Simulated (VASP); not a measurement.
Write the native input for VASP 6.6.1 that does the following.

```yaml
Task: single point
Functional: PBE
Potentials_or_basis: VASP PAW PBE potentials, release 64 (Ni)
Cutoff: 520 eV
k_mesh: 24 × 24 × 13
Occupations: fermi-dirac, width 0.05 eV
Spin: collinear spin, ferromagnetic start
Starting_moments: "[0.688, 0.688] μB"
Dipole_correction: no
Further_INCAR_settings: ALGO = Normal; EDIFF = 1e-06; NBANDS = 21
```

The structure of Ni lies in POSCAR:

```
Ni
1.0
    2.5208691714      0.0000000000      0.0000000000
   -1.2604345857      2.1831367421      0.0000000000
    0.0000000000      0.0000000000      4.1314478216
Ni
2
Direct
    0.3333333333      0.6666666667      0.2500000000
    0.6666666667      0.3333333333      0.7500000000
```

This isn't the form of Ni at room conditions, which is fcc.

The input as run:

INCAR

```
SYSTEM = Ni
ALGO = Normal
EDIFF = 1E-6
ENCUT = 520
GGA = PE
ISIF = 2
ISMEAR = -1
ISPIN = 2
LASPH = .TRUE.
LCHARG = .FALSE.
LMAXMIX = 4
LORBIT = 11
LREAL = .FALSE.
LWAVE = .FALSE.
MAGMOM = 0.688 0.688
NBANDS = 21
NELM = 150
PREC = Accurate
SIGMA = 0.05
```

KPOINTS

```
k-points
0
G
  24 24 13
  0 0 0
```

Potentials or basis: VASP PAW PBE potentials, release 64 (Ni).

The run is started by

```bash
$ cat potpaw_PBE.64/Ni/POTCAR > POTCAR
$ mpirun -np 1 vasp_std > vasp.out
```

It gave:

| Quantity | Value |
| --- | --- |
| Pressure | -7.0 GPa |
| Net moment | 1.30 μB per cell |
| Site moments | Ni +0.66 μB |
| Valence electrons inside the program's atomic spheres | Ni 9.24 |

Caveat: the cell stands under tension.

Run time: 3 min on 1 thread of Oxide Virtual Turin-like Processor (shared host), peak memory 0.33 GiB.
